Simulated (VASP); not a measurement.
Here is a VASP 6.6.1 calculation.

The input INCAR:

```
PREC = Accurate
ENCUT = 520
EDIFF = 1E-6
ISMEAR = 0
SIGMA = 0.1
LREAL = False
LASPH = True
NELM = 80
ALGO = Normal
ISIF = 2
LWAVE = False
LCHARG = True
LDIPOL = True
IDIPOL = 3
DIPOL = 0.5 0.5 0.492
GGA = PE
IVDW = 12
LELF = True
LVHAR = True
LVACPOTAV = True
NBANDS = 34
```

The input KPOINTS:

```
Automatic mesh
0
Gamma
  12 12 1
```

The input POSCAR:

```
C10O
1.0
    2.4655379958      0.0000000000      0.0000000000
   -1.2327689979      2.1341461202      0.0000000000
    0.0000000000      0.0000000000     32.5979677131
C O
10 1
Direct
    0.0833101794      0.1666203587      0.2607524516
    0.4166898207      0.8333796413      0.2607524516
    0.5833101794      0.1666203587      0.3650391123
    0.9166898206      0.8333796413      0.3650391123
    0.0833101794      0.1666203587      0.4693232410
    0.4166898207      0.8333796413      0.4693232410
    0.5833101794      0.1666203587      0.5736099016
    0.9166898206      0.8333796413      0.5736099016
    0.0833101794      0.1666203587      0.6778940303
    0.4166898207      0.8333796413      0.6778940303
    0.5833101794      0.4166203587      0.7222153493
```

Potentials or basis: VASP PAW PBE potentials, release 64 (C, O).

Launch:

```bash
$ cat potpaw_PBE.64/C/POTCAR potpaw_PBE.64/O/POTCAR > POTCAR
$ mpirun -np 1 vasp_std > vasp.out
```

(1) Predict the band gap on the k mesh.

(2) Predict the largest force.

Results:

(1) zero (bands 23 and 24 overlap by 0.02 eV).

(2) 2.317 eV/Å.
